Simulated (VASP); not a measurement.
## CsI: single point with PBE

Crystal: CsI.

```
CELL_PARAMETERS angstrom
4.57076 0.00000 0.00000
0.00000 4.57076 0.00000
0.00000 0.00000 4.57076
ATOMIC_POSITIONS crystal
Cs 0.00000 0.00000 0.00000
I 0.50000 0.50000 0.50000
```

This cell differs from its parent crystal: volume scaled by 0.94.

| Quantity | Value |
| --- | --- |
| Program | VASP 6.6.1 |
| Task | single point |
| Functional | PBE |
| Potentials or basis | VASP PAW PBE potentials, release 64 (Cs_sv, I) |
| Cutoff | 500 eV |
| k mesh | 6 × 6 × 6 |
| Occupations | gaussian, width 0.02 eV |
| Spin | no spin polarisation |

```yaml
Pressure: 0.8 GPa
Band_gap_on_the_k_mesh: 3.87 eV, indirect (least direct gap 3.96 eV)
```

Levels at points of the mesh, in eV from the valence-band top:
```
           k point  band 4  band 5  band 6  band 7  band 8  band 9  band 10  band 11  band 12  band 13
(0.00, 0.00, 0.00)   -7.09   -7.09   -0.09   -0.09   -0.09    3.87     4.18     4.18     7.76     7.76
(0.50, 0.00, 0.00)   -7.03   -7.03   -1.55   -0.24   -0.24    5.20     6.48     6.72     6.82     7.89
(0.50, 0.50, 0.00)   -7.46   -6.99   -0.86   -0.86    0.00    4.24     4.92     6.10     6.10     9.53
(0.50, 0.50, 0.50)   -7.34   -7.34   -1.30   -1.30   -1.30    7.17     7.17     7.17     7.85     7.85
```

It took 14 s on 1 thread of AMD EPYC 9R45 96-Core Processor (Zen 5), with other jobs on the host, peak memory 0.18 GiB.

Caveat: spin-orbit coupling is left out, which moves the levels of the heavy elements. A k mesh can miss the band edges.
